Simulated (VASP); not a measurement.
**Ir: single point with r2SCAN**

The system is Ir.

```xyz
1
Lattice="0.0000 1.9197 1.9677 1.9197 0.0000 1.9677 1.9197 1.9197 0.0000" Properties=species:S:1:pos:R:3 pbc="T T T"
Ir    0.0000    0.0000    0.0000
```

This cell differs from its parent crystal: strain +0.000 along x and y, +0.025 along z.

```json
{
  "Program": "VASP 6.6.1",
  "Task": "single point",
  "Functional": "r2SCAN",
  "Potentials or basis": "VASP PAW PBE potentials, release 64 (Ir)",
  "Cutoff": "520 eV",
  "k mesh": "22 × 22 × 22",
  "Occupations": "gaussian, width 0.15 eV",
  "Spin": "no spin polarisation"
}
```

* Pressure: -5.0 GPa
* Band gap on the k mesh: zero (an odd number of electrons rules out a gap without spin polarisation)

Stress tensor (GPa, compression positive):
```
 -2.03   0.00   0.00
  0.00  -2.03   0.00
  0.00   0.00 -10.89
```

Levels at points of the mesh, in eV from the Fermi level:
```csv
k point,band 1,band 2,band 3,band 4,band 5,band 6,band 7,band 8,band 9
"(0.00, 0.00, 0.00)",-11.23,-4.04,-3.71,-3.71,-1.44,-1.01,15.19,20.38,21.15
"(0.50, 0.00, 0.00)",-8.12,-4.14,-3.80,-0.61,0.83,1.00,7.44,14.79,20.41
"(0.50, 0.50, 0.00)",-7.91,-7.31,0.85,1.46,1.50,1.50,10.29,12.55,12.55
"(0.50, 0.00, 0.50)",-7.88,-7.33,0.80,1.37,1.70,1.99,10.99,11.95,12.21
```

It took 3.9 min on 1 thread of Intel(R) Xeon(R) Platinum 8488C (Sapphire Rapids), on a shared host, peak memory 0.24 GiB.

Caveat: the cell differs from its parent crystal (strain +0.000 along x and y, +0.025 along z); the cell stands under tension; the PAW data sets were made with another functional, which shifts forces and pressure a little; spin-orbit coupling is left out, which moves the levels of the heavy elements.
